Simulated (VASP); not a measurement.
# MnHg (P4/mmm) in VASP: further runs

The runs below take MnHg through electric field gradients, with PBE, PBEsol.

Everything below comes from runs of VASP 6.6.1. Logs are shortened: lines on timing, memory, paths and dates and some standing lists are left out, and cuts for length are marked.

### 1 The cell of the first run

Symmetry: P4/mmm, No. 123, tetragonal system. Conventional cell: a = 3.232 Å, b = 3.232 Å, c = 3.257 Å, α = 90.00°, β = 90.00°, γ = 90.00°. Within 3.7 Å of Mn (site symmetry 4/mmm) lie 8 Hg at 2.81 Å and 6 Mn at 3.23 to 3.26 Å. Hg (site symmetry 4/mmm) has 8 Mn at 2.81 Å and 6 Hg at 3.23 to 3.26 Å within 3.7 Å.

### 2 Electric field gradients, PBE, collinear spin, ferromagnetic start (17.01 Å³/atom)

INCAR

```
SYSTEM = MnHg
PREC = Accurate ; ENCUT = 520
EDIFF = 1E-8 ; ISMEAR = -1
SIGMA = 0.05 ; LREAL = .FALSE.
LASPH = .TRUE. ; NELM = 150
ALGO = Normal ; ISIF = 2
LWAVE = .FALSE. ; LCHARG = .FALSE.
ISPIN = 2 ; MAGMOM = 4 0
LORBIT = 11 ; LMAXMIX = 4
GGA = PE ; LEFG = .TRUE.
NBANDS = 24
```

KPOINTS

```
regular mesh
0
G
  10 10 10
  0 0 0
```

POSCAR

```
MnHg
1.0
    3.2322604184      0.0000000000      0.0000000000
    0.0000000000      3.2322604184      0.0000000000
    0.0000000000      0.0000000000      3.2568366077
Mn Hg
1 1
Direct
    0.5000000000      0.5000000000      0.5000000000
    0.0000000000      0.0000000000      0.0000000000
```

Potentials or basis: VASP PAW PBE potentials, release 64 (Mn_pv, Hg).

The run is started by

```sh
$ cat potpaw_PBE.64/Mn_pv/POTCAR potpaw_PBE.64/Hg/POTCAR > POTCAR
$ mpirun -np 1 vasp_std > vasp.out
```

OUTCAR:

```text
SYSTEM = MnHg
   PREC = Accurate
   ENCUT = 520
   EDIFF = 1E-8
   ISMEAR = -1
   LREAL = .FALSE.
   LASPH = .TRUE.
   NELM = 150
   ISIF = 2
   ISPIN = 2
   LORBIT = 11
   GGA = PE

 ion  position               nearest neighbor table
   1  0.500  0.500  0.500-   2 2.81   2 2.81   2 2.81   2 2.81   2 2.81   2 2.81   2 2.81   2 2.81

   2  0.000  0.000  0.000-   1 2.81   1 2.81   1 2.81   1 2.81   1 2.81   1 2.81   1 2.81   1 2.81

  LATTYP: Found a simple tetragonal cell.
 ALAT       =     3.2322604184
 C/A-ratio  =     1.0076034063

  Lattice vectors:

 A1 = (   3.2322604184,   0.0000000000,   0.0000000000)
 A2 = (   0.0000000000,   3.2322604184,   0.0000000000)
 A3 = (   0.0000000000,   0.0000000000,   3.2568366077)

Analysis of symmetry for initial positions (statically):
=====================================================================
 Subroutine PRICEL returns:
 Original cell was already a primitive cell.

 Routine SETGRP: Setting up the symmetry group for a
 simple tetragonal supercell.

 Subroutine GETGRP returns: Found 16 space group operations
 (whereof 16 operations were pure point group operations)
 out of a pool of 16 trial point group operations.

The static configuration has the point symmetry D_4h.

Analysis of symmetry for dynamics (positions and initial velocities):
=====================================================================
 Subroutine PRICEL returns:
 Original cell was already a primitive cell.

 Routine SETGRP: Setting up the symmetry group for a
 simple tetragonal supercell.

 Subroutine GETGRP returns: Found 16 space group operations
 (whereof 16 operations were pure point group operations)
 out of a pool of 16 trial point group operations.

The dynamic configuration has the point symmetry D_4h.

Analysis of structural, dynamic, and magnetic symmetry:
=====================================================================
 Subroutine PRICEL returns:
 Original cell was already a primitive cell.

 Routine SETGRP: Setting up the symmetry group for a
 simple tetragonal supercell.

 Subroutine GETGRP returns: Found 16 space group operations
 (whereof 16 operations were pure point group operations)
 out of a pool of 16 trial point group operations.

The overall configuration has the point symmetry D_4h.

 Subroutine INISYM returns: Found 16 space group operations
 (whereof 16 operations are pure point group operations),
 and found     1 'primitive' translations

----------------------------------------------------------------------------------------

                                     Primitive cell

  volume of cell :      34.0258

  direct lattice vectors                    reciprocal lattice vectors
     3.232260418  0.000000000  0.000000000     0.309381012  0.000000000  0.000000000
     0.000000000  3.232260418  0.000000000     0.000000000  0.309381012  0.000000000
     0.000000000  0.000000000  3.256836608     0.000000000  0.000000000  0.307046414

  length of vectors
     3.232260418  3.232260418  3.256836608     0.309381012  0.309381012  0.307046414

  position of ions in fractional coordinates (direct lattice)
     0.500000000  0.500000000  0.500000000
     0.000000000  0.000000000  0.000000000

  ion indices of the primitive-cell ions
   primitive index   ion index
                 1           1
                 2           2

----------------------------------------------------------------------------------------

 KPOINTS: regular mesh

Automatic generation of k-mesh.
 Grid dimensions read from file:
 generate k-points for:   10   10   10

 Generating k-lattice:

  Cartesian coordinates                     Fractional coordinates (reciprocal lattice)
[... 58 lines left out ...]
   ENCUT  =  520.0 eV  38.22 Ry    6.18 a.u.   6.01  6.01  6.06*2*pi/ulx,y,z
   NELM   =    150;   NELMIN=  2; NELMDL= -5     # of ELM steps
   EDIFF  = 0.1E-07   stopping-criterion for ELM
   LREAL  =      F    real-space projection
   EDIFFG = 0.1E-06   stopping-criterion for IOM
   NSW    =      0    number of steps for IOM
   IBRION =     -1    ionic relax: 0-MD 1-quasi-New 2-CG
   NFREE  =      0    steps in history (QN), initial steepest desc. (CG)
   ISIF   =      2    stress and relaxation
   ISYM   =      2    0-nonsym 1-usesym 2-fastsym
   POTIM  = 0.5000    time-step for ionic-motion
   TEBEG  =    0.0;   TEEND  =   0.0 temperature during run
   PSTRESS=    0.0 pullay stress
   NELECT =      25.0000    total number of electrons
   NUPDOWN=      -1.0000    fix difference up-down
   EMIN   =  10.00;   EMAX   =-10.00  energy-range for DOS
   EFERMI =   0.00;   METHOD = LEGACY
   ISMEAR =    -1;   SIGMA  =   0.05  broadening in eV -4-tet -1-fermi 0-gaus
   EFERMI_NEDOS =   21; number of points for ismear=-14 and -15
   IALGO  =     38    algorithm
   IMIX   =      4    mixing-type and parameters
     AMIX     =   0.40;   BMIX     =  1.00
     AMIX_MAG =   1.60;   BMIX_MAG =  1.00
  volume/ion in A,a.u.               =      17.01       114.81
  Fermi-wavevector in a.u.,A,eV,Ry     =   1.477243  2.791585 29.691272  2.182247
  Thomas-Fermi vector in A             =   2.591671
   LORBIT       =     11    0 simple, 1 ext, 2 COOP (PROOUT), +10 PAW based schemes
   GGA     = PE    functional components
   LHFCALC =     F    Hartree Fock is set to
   AEXX    =    0.0000 exact exchange contribution
   IVDW    =     0    specifies the selected vdW correction
   LEPSILON=     F    determine dielectric tensor
   LRPA    =     F    only Hartree local field effects (RPA)
 spin polarized calculation
  energy-cutoff  :      520.00
  volume of cell :       34.03
 maximum number of plane-waves:       936
   NGX = 13   NGY = 13   NGZ = 13

 number of electron      25.0000030 magnetization       3.7777409

 Free energy of the ion-electron system (eV)
  ---------------------------------------------------
  ext. energy  EPLUGINS =         0.00000000
  ---------------------------------------------------
  free energy    TOTEN  =        -8.43865754 eV

  energy without entropy =       -8.42152465  energy(sigma->0) =       -8.43009110

 E-fermi :   6.1379     XC(G=0): -12.0585

 val. band max:        6.1373805661   @ k =   0.3000   0.0000   0.0000
 cond. band min:       6.1395585639   @ k =   0.2000   0.0000   0.2000
 fundamental gap:      0.0021779978
 Fermi energy:         6.1379469948

 spin component 1

 k-point     1 :       0.0000    0.0000    0.0000
  band No.  band energies     occupation
      1     -43.8575      1.00000
      2     -43.8507      1.00000
      3     -43.8507      1.00000
      4      -3.9624      1.00000
      5      -2.4406      1.00000
      6      -2.4283      1.00000
[... 637 lines left out ...]
     23      23.3827      0.00000
     24      25.3285      0.00000

 [... further k-points ...]

 spin component 2

 k-point     1 :       0.0000    0.0000    0.0000
  band No.  band energies     occupation
      1     -39.9473      1.00000
      2     -39.9421      1.00000
      3     -39.9421      1.00000
      4      -3.7455      1.00000
      5      -2.4174      1.00000
      6      -2.4027      1.00000
[... 637 lines left out ...]
     23      23.7514      0.00000
     24      25.7453      0.00000

 [... further k-points ...]

------------------------ aborting loop because EDIFF is reached ----------------------------------------

  FORCE on cell =-STRESS in cart. coord.  units (eV):
  Direction    XX          YY          ZZ          XY          YZ          ZX
  --------------------------------------------------------------------------------------
  -------------------------------------------------------------------------------------
  Total        1.5848782      1.5848782      1.5635460      0.0000000      0.0000000      0.0000000
  in kB       74.6273146     74.6273146     73.6228426      0.0000000      0.0000000      0.0000000
  external PRESSURE =      74.2924906 kB  Pullay stress =       0.0000000 kB

 VOLUME and BASIS-vectors are now :
 -----------------------------------------------------------------------------
  energy-cutoff  :      520.00
  volume of cell :       34.03
      direct lattice vectors                 reciprocal lattice vectors
     3.232260418  0.000000000  0.000000000     0.309381012  0.000000000  0.000000000
     0.000000000  3.232260418  0.000000000     0.000000000  0.309381012  0.000000000
     0.000000000  0.000000000  3.256836608     0.000000000  0.000000000  0.307046414

 POSITION                                       TOTAL-FORCE (eV/Angst)
 -----------------------------------------------------------------------------------
      1.61613      1.61613      1.62842         0.000000      0.000000      0.000000
      0.00000      0.00000      0.00000         0.000000      0.000000      0.000000
 -----------------------------------------------------------------------------------
    total drift:                                0.000000      0.000000     -0.000000

  FREE ENERGIE OF THE ION-ELECTRON SYSTEM (eV)
  ---------------------------------------------------
  free  energy   TOTEN  =        -8.4386575380 eV

  energy  without entropy=       -8.4215246538  energy(sigma->0) =       -8.43009110

 Electric field gradients (V/A^2)
---------------------------------------------------------------------
 ion       V_xx      V_yy      V_zz      V_xy      V_xz      V_yz
---------------------------------------------------------------------
   1      -0.548    -0.548     1.095     0.000    -0.000     0.000
   2       0.224     0.224    -0.449     0.000    -0.000    -0.000
---------------------------------------------------------------------

 Electric field gradients after diagonalization (V/A^2)
 (convention: |V_zz| > |V_xx| > |V_yy|)
----------------------------------------------------------------------
 ion       V_xx      V_yy      V_zz     asymmetry (V_yy - V_xx)/ V_zz
----------------------------------------------------------------------
   1      -0.548    -0.548     1.095       0.000
   2       0.224     0.224    -0.449       0.000
----------------------------------------------------------------------

           NMR quadrupolar parameters

 Cq : quadrupolar parameter    Cq=e*Q*V_zz/h
 eta: asymmetry parameters     (V_yy - V_xx)/ V_zz
 Q  : nuclear electric quadrupole moment in mb (millibarn)
----------------------------------------------------------------------
 ion       Cq(MHz)       eta       Q (mb)
----------------------------------------------------------------------
   1       0.003       0.000       1.000
   2      -0.001       0.000       1.000
----------------------------------------------------------------------

 total charge

# of ion       s       p       d       tot
------------------------------------------
    1        0.258   6.197   5.015  11.470
    2        0.821   0.572   9.260  10.653
--------------------------------------------------
tot          1.080   6.769  14.275  22.123

 magnetization (x)

# of ion       s       p       d       tot
------------------------------------------
    1        0.025   0.016   3.659   3.700
    2       -0.049  -0.058   0.052  -0.054
--------------------------------------------------
tot         -0.024  -0.042   3.712   3.646
```

It took 70 s on 1 thread of Intel Xeon Platinum 8488C (Sapphire Rapids), shared host; peak memory 0.27 GiB.

What came out:

- Free energy: -8.4387 eV
- Pressure: 7.4 GPa
- Net moment: 3.78 μB per cell
- Site moments: Mn +3.70; Hg -0.05 μB
- Largest electric field gradient by atom: Mn +1.1; Hg -0.4 V/Å²
- Valence electrons inside the program's atomic spheres: Mn 11.47; Hg 10.65

Electric field gradients, principal values (V/Å²):
```
atom   least  middle  greatest (by size)
1 Mn  -0.548  -0.548               1.095
2 Hg   0.224   0.224              -0.449
```

Caveat: the cell stands under pressure; without QUAD_EFG the Cq values of the log hold for a quadrupole moment of 1 mb, not for the nuclei; spin-orbit coupling is left out, which moves the levels of the heavy elements.

[end of part 1 of 2]
